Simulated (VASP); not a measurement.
# In in VASP: further runs

In is run at these levels: PBE, LDA, PBEsol; tasks: single point.

Program: VASP 6.6.1. These are calculated values, not measurements. Logs are shortened: lines on timing, memory, paths and dates and some standing lists are left out, and cuts for length are marked.

## 1. The cell of the first run

The cell holds a slab with vacuum, 4 atoms: a = 3.335 Å, b = 3.335 Å, c = 23.264 Å, α = 90.00°, β = 90.00°, γ = 120.00°.

## 2. Single point, PBE

INCAR

```
SYSTEM = In
ALGO = Normal
DIPOL = 0.5 0.5 0.500
EDIFF = 1E-7
ENCUT = 520
GGA = PE
IDIPOL = 3
ISIF = 2
ISMEAR = -1
LASPH = .True.
LCHARG = .True.
LDIPOL = .True.
LELF = .True.
LREAL = .False.
LVACPOTAV = .True.
LVHAR = .True.
LWAVE = .False.
NBANDS = 34
NELM = 60
PREC = Accurate
SIGMA = 0.05
```

KPOINTS

```
k-points
0
Gamma
  9 9 1
  0 0 0
```

POSCAR

```
In
1.0
    3.3354847820      0.0000000000      0.0000000000
   -1.6677423910      2.8886145552      0.0000000000
    0.0000000000      0.0000000000     23.2637143800
In
4
Direct
    0.6666666700      0.3333333400      0.3223904780
    0.3333333300      0.6666666600      0.4407968260
    0.6666666700      0.3333333400      0.5592031740
    0.3333333300      0.6666666600      0.6776095220
```

Potentials or basis: VASP PAW PBE potentials, release 64 (In_d).

On the command line:

```bash
$ cat potpaw_PBE.64/In_d/POTCAR > POTCAR
$ mpirun -np 1 vasp_std > vasp.out
```

OUTCAR:

```text
SYSTEM = In
   EDIFF = 1E-7
   ENCUT = 520
   GGA = PE
   ISIF = 2
   ISMEAR = -1
   LASPH = .True.
   LREAL = .False.
   NELM = 60
   PREC = Accurate

 ion  position               nearest neighbor table
   1  0.667  0.333  0.322-   2 3.36   2 3.36   2 3.36
   2  0.333  0.667  0.441-   3 3.36   3 3.36   1 3.36   1 3.36   3 3.36   1 3.36
   3  0.667  0.333  0.559-   2 3.36   2 3.36   4 3.36   4 3.36   2 3.36   4 3.36
   4  0.333  0.667  0.678-   3 3.36   3 3.36   3 3.36

  LATTYP: Found a hexagonal cell.
 ALAT       =     3.3354847820
 C/A-ratio  =     6.9746126577

  Lattice vectors:

 A1 = (   3.3354847820,   0.0000000000,   0.0000000000)
 A2 = (  -1.6677423910,   2.8886145552,   0.0000000000)
 A3 = (   0.0000000000,   0.0000000000,  23.2637143800)

Analysis of symmetry for initial positions (statically):
=====================================================================
 Subroutine PRICEL returns:
 Original cell was already a primitive cell.

 Routine SETGRP: Setting up the symmetry group for a
 hexagonal supercell.

 Subroutine GETGRP returns: Found 12 space group operations
 (whereof 12 operations were pure point group operations)
 out of a pool of 24 trial point group operations.

The static configuration has the point symmetry D_3d.

Analysis of symmetry for dynamics (positions and initial velocities):
=====================================================================
 Subroutine PRICEL returns:
 Original cell was already a primitive cell.

 Routine SETGRP: Setting up the symmetry group for a
 hexagonal supercell.

 Subroutine GETGRP returns: Found 12 space group operations
 (whereof 12 operations were pure point group operations)
 out of a pool of 24 trial point group operations.

The dynamic configuration has the point symmetry D_3d.

 Subroutine INISYM returns: Found 12 space group operations
 (whereof 12 operations are pure point group operations),
 and found     1 'primitive' translations

----------------------------------------------------------------------------------------

                                     Primitive cell

  volume of cell :     224.1443

  direct lattice vectors                    reciprocal lattice vectors
     3.335484782  0.000000000  0.000000000     0.299806495  0.173093360  0.000000000
    -1.667742391  2.888614555  0.000000000     0.000000000  0.346186721  0.000000000
     0.000000000  0.000000000 23.263714380     0.000000000  0.000000000  0.042985397

  length of vectors
     3.335484782  3.335484782 23.263714380     0.346186721  0.346186721  0.042985397

  position of ions in fractional coordinates (direct lattice)
     0.666666670  0.333333340  0.322390478
     0.333333330  0.666666660  0.440796826
     0.666666670  0.333333340  0.559203174
     0.333333330  0.666666660  0.677609522

  ion indices of the primitive-cell ions
   primitive index   ion index
                 1           1
                 2           2
                 3           3
                 4           4

----------------------------------------------------------------------------------------

 KPOINTS: k-points

Automatic generation of k-mesh.
 Grid dimensions read from file:
 generate k-points for:    9    9    1

 Generating k-lattice:

  Cartesian coordinates                     Fractional coordinates (reciprocal lattice)
     0.033311833  0.019232596  0.000000000     0.111111111 -0.000000000  0.000000000
     0.000000000  0.038465191  0.000000000     0.000000000  0.111111111  0.000000000
     0.000000000  0.000000000  0.042985397     0.000000000  0.000000000  1.000000000

  Length of vectors
     0.038465191  0.038465191  0.042985397

  Shift w.r.t. Gamma in fractional coordinates (k-lattice)
     0.000000000  0.000000000  0.000000000

 Subroutine IBZKPT returns following result:
 ===========================================

 Found     12 irreducible k-points:

 Following reciprocal coordinates:
            Coordinates               Weight
  0.000000  0.000000  0.000000      1.000000
  0.111111 -0.000000  0.000000      6.000000
  0.222222 -0.000000  0.000000      6.000000
  0.333333 -0.000000  0.000000      6.000000
  0.444444 -0.000000  0.000000      6.000000
  0.111111  0.111111  0.000000      6.000000
  0.222222  0.111111  0.000000     12.000000
  0.333333  0.111111  0.000000     12.000000
  0.444444  0.111111  0.000000      6.000000
  0.222222  0.222222  0.000000      6.000000
  0.333333  0.222222  0.000000     12.000000
  0.333333  0.333333  0.000000      2.000000
   k-points           NKPTS =     12   k-points in BZ     NKDIM =     12   number of bands    NBANDS=     34
   number of dos      NEDOS =    301   number of ions     NIONS =      4
   total plane-waves  NPLWV = 141120
   dimension x,y,z NGX =    28 NGY =   28 NGZ =  180
   dimension x,y,z NGXF=    56 NGYF=   56 NGZF=  360
   ions per type =               4
   NGX,Y,Z   is equivalent  to a cutoff of  13.96, 13.96, 12.86 a.u.
   NGXF,Y,Z  is equivalent  to a cutoff of  27.91, 27.91, 25.73 a.u.
 SYSTEM =  In
   PREC   = accura    normal or accurate (medium, high low for compatibility)
   ISTART =      0    job   : 0-new  1-cont  2-samecut
   ICHARG =      2    charge: 1-file 2-atom 10-const
   ISPIN  =      1    spin polarized calculation?
   LNONCOLLINEAR =      F non collinear calculations
   LSORBIT =      F    spin-orbit coupling
   LASPH  =      T    aspherical Exc in radial PAW
   ENCUT  =  520.0 eV  38.22 Ry    6.18 a.u.   6.20  6.20 43.26*2*pi/ulx,y,z
   NELM   =     60;   NELMIN=  2; NELMDL= -5     # of ELM steps
   EDIFF  = 0.1E-06   stopping-criterion for ELM
   LREAL  =      F    real-space projection
   EDIFFG = 0.1E-05   stopping-criterion for IOM
   NSW    =      0    number of steps for IOM
   IBRION =     -1    ionic relax: 0-MD 1-quasi-New 2-CG
   NFREE  =      0    steps in history (QN), initial steepest desc. (CG)
   ISIF   =      2    stress and relaxation
   ISYM   =      2    0-nonsym 1-usesym 2-fastsym
   POTIM  = 0.5000    time-step for ionic-motion
   TEBEG  =    0.0;   TEEND  =   0.0 temperature during run
   PSTRESS=    0.0 pullay stress
   NELECT =      52.0000    total number of electrons
   NUPDOWN=      -1.0000    fix difference up-down
   EMIN   =  10.00;   EMAX   =-10.00  energy-range for DOS
   EFERMI =   0.00;   METHOD = LEGACY
   ISMEAR =    -1;   SIGMA  =   0.05  broadening in eV -4-tet -1-fermi 0-gaus
   EFERMI_NEDOS =   21; number of points for ismear=-14 and -15
   IALGO  =     38    algorithm
   IMIX   =      4    mixing-type and parameters
     AMIX     =   0.40;   BMIX     =  1.00
     AMIX_MAG =   1.60;   BMIX_MAG =  1.00
  volume/ion in A,a.u.               =      56.04       378.15
  Fermi-wavevector in a.u.,A,eV,Ry     =   1.005928  1.900928 13.767605  1.011890
  Thomas-Fermi vector in A             =   2.138638
   LORBIT       =      0    0 simple, 1 ext, 2 COOP (PROOUT), +10 PAW based schemes
   GGA     = PE    functional components
   LHFCALC =     F    Hartree Fock is set to
   AEXX    =    0.0000 exact exchange contribution
   IVDW    =     0    specifies the selected vdW correction
   LEPSILON=     F    determine dielectric tensor
   LRPA    =     F    only Hartree local field effects (RPA)
 non-spin polarized calculation
  energy-cutoff  :      520.00
  volume of cell :      224.14
 maximum number of plane-waves:      6072
 NGX is ok and might be reduce to    28
   NGX = 13   NGY = 13   NGZ = 87

 dipolmoment           0.000000      0.000000      0.000000 electrons x Angstroem

 number of electron      52.0000005 magnetization

 dipolmoment           0.000000      0.000000     -0.000000 electrons x Angstroem

 Free energy of the ion-electron system (eV)
  ---------------------------------------------------
  ext. energy  EPLUGINS =         0.00000000
  ---------------------------------------------------
  free energy    TOTEN  =        -9.87164510 eV

  energy without entropy =       -9.85561379  energy(sigma->0) =       -9.86362944

 E-fermi :   1.5653     XC(G=0):  -5.4925

 val. band max:        1.5516204538   @ k =   0.1111  -0.0000   0.0000
 cond. band min:       1.6751239837   @ k =   0.3333   0.2222   0.0000
 fundamental gap:      0.1235035299
 Fermi energy:         1.5653185357

 k-point     1 :       0.0000    0.0000    0.0000
  band No.  band energies     occupation
      1     -13.1684      2.00000
      2     -13.1603      2.00000
      3     -13.1352      2.00000
      4     -13.1162      2.00000
      5     -13.0918      2.00000
      6     -13.0918      2.00000
[... 26 lines left out ...]
     33       9.9146      0.00000
     34      10.1267      0.00000

 k-point     2 :       0.1111   -0.0000    0.0000
  band No.  band energies     occupation
      1     -13.1576      2.00000
      2     -13.1492      2.00000
      3     -13.1266      2.00000
      4     -13.1112      2.00000
      5     -13.0888      2.00000
      6     -13.0860      2.00000
[... 26 lines left out ...]
     33       8.4332      0.00000
     34       9.0427      0.00000

 k-point     3 :       0.2222   -0.0000    0.0000
  band No.  band energies     occupation
      1     -13.1902      2.00000
      2     -13.1669      2.00000
      3     -13.1337      2.00000
      4     -13.0975      2.00000
      5     -13.0922      2.00000
      6     -13.0717      2.00000
[... 26 lines left out ...]
     33       7.6134      0.00000
     34       7.6168      0.00000
[... 260 lines left out ...]
 k-point    11 :       0.3333    0.2222    0.0000
  band No.  band energies     occupation
      1     -13.1775      2.00000
      2     -13.1536      2.00000
      3     -13.1464      2.00000
      4     -13.1151      2.00000
      5     -13.0983      2.00000
      6     -13.0645      2.00000
[... 26 lines left out ...]
     33       5.0024      0.00000
     34       5.4674      0.00000

 k-point    12 :       0.3333    0.3333    0.0000
  band No.  band energies     occupation
      1     -13.1803      2.00000
      2     -13.1285      2.00000
      3     -13.1285      2.00000
      4     -13.0926      2.00000
      5     -13.0714      2.00000
      6     -13.0714      2.00000
[... 26 lines left out ...]
     33       4.9570      0.00000
     34       4.9570      0.00000

------------------------ aborting loop because EDIFF is reached ----------------------------------------

  FORCE on cell =-STRESS in cart. coord.  units (eV):
  Direction    XX          YY          ZZ          XY          YZ          ZX
  --------------------------------------------------------------------------------------
  -------------------------------------------------------------------------------------
  Total        0.0246031      0.0246031      0.6343713      0.0000000      0.0000000      0.0000000
  in kB        0.1758626      0.1758626      4.5344697      0.0000000      0.0000000      0.0000000
  external PRESSURE =       1.6287317 kB  Pullay stress =       0.0000000 kB

 VOLUME and BASIS-vectors are now :
 -----------------------------------------------------------------------------
  energy-cutoff  :      520.00
  volume of cell :      224.14
      direct lattice vectors                 reciprocal lattice vectors
     3.335484782  0.000000000  0.000000000     0.299806495  0.173093360  0.000000000
    -1.667742391  2.888614555  0.000000000     0.000000000  0.346186721  0.000000000
     0.000000000  0.000000000 23.263714380     0.000000000  0.000000000  0.042985397

 POSITION                                       TOTAL-FORCE (eV/Angst)
 -----------------------------------------------------------------------------------
      1.66774      0.96287      7.50000        -0.000000      0.000000     -0.113203
      0.00000      1.92574     10.25457        -0.000000     -0.000000      0.095437
      1.66774      0.96287     13.00914         0.000000      0.000000     -0.095437
      0.00000      1.92574     15.76371         0.000000     -0.000000      0.113203
 -----------------------------------------------------------------------------------
    total drift:                               -0.000000      0.000000     -0.000000

  FREE ENERGIE OF THE ION-ELECTRON SYSTEM (eV)
  ---------------------------------------------------
  free  energy   TOTEN  =        -9.8716450954 eV

  energy  without entropy=       -9.8556137884  energy(sigma->0) =       -9.86362944

 vacuum level on the upper side and lower side of the slab         5.318         5.318
```

Wall time 4 min (1 thread of Intel Xeon Platinum 8259CL at 2.50GHz (Skylake/Cascade Lake), shared host); peak memory 0.38 GiB.

What came out:

```yaml
Free_energy: -9.8716 eV
Largest_force: 0.113 eV/Å
Band_gap_on_the_k_mesh: zero (band 26 reaches 2.62 eV, above the bottom of band 27 at 0.63 eV)
```

Forces on the atoms (eV/Å):
```
In   0.000  0.000 -0.113
In   0.000  0.000  0.095
In   0.000  0.000 -0.095
In   0.000  0.000  0.113
```

Caveat: spin-orbit coupling is left out, which moves the levels of the heavy elements.

## 3. Single point, PBE

INCAR

```
SYSTEM = In
PREC = Accurate
ENCUT = 520
EDIFF = 1E-7
ISMEAR = -1
SIGMA = 0.05
LREAL = .FALSE.
LASPH = .TRUE.
NELM = 80
ALGO = Normal
ISIF = 2
LWAVE = .FALSE.
LCHARG = .TRUE.
GGA = PE
LELF = .TRUE.
LVHAR = .TRUE.
NBANDS = 34
```

KPOINTS

```
Automatic mesh
0
G
  9 9 1
  0 0 0
```

POSCAR is that of step 2.

Potentials or basis: VASP PAW PBE potentials, release 64 (In_d).

On the command line:

```bash
$ cat potpaw_PBE.64/In_d/POTCAR > POTCAR
$ mpirun -np 1 vasp_std > vasp.out
```

Run time: 2.5 min. Hardware: 1 thread of Intel Xeon Platinum 8488C (Sapphire Rapids), shared host; peak memory 0.39 GiB.

Results (log left out):

```yaml
Free_energy: -9.8716 eV
Largest_force: 0.113 eV/Å
Band_gap_on_the_k_mesh: zero (band 26 reaches 2.62 eV, above the bottom of band 27 at 0.63 eV)
```

Forces on the atoms (eV/Å):
```
In   0.000  0.000 -0.113
In   0.000  0.000  0.095
In   0.000  0.000 -0.095
In   0.000  0.000  0.113
```

Levels at points of the mesh, in eV from the Fermi level:
| k point | band 22 | band 23 | band 24 | band 25 | band 26 | band 27 | band 28 | band 29 | band 30 | band 31 |
| --- | --- | --- | --- | --- | --- | --- | --- | --- | --- | --- |
| (0.00, 0.00, 0.00) | -8.46 | -7.15 | -5.50 | -2.53 | -0.24 | 2.14 | 3.47 | 3.70 | 5.29 | 5.57 |

Caveat: spin-orbit coupling is left out, which moves the levels of the heavy elements.

(Continued in part 2 of 2.)
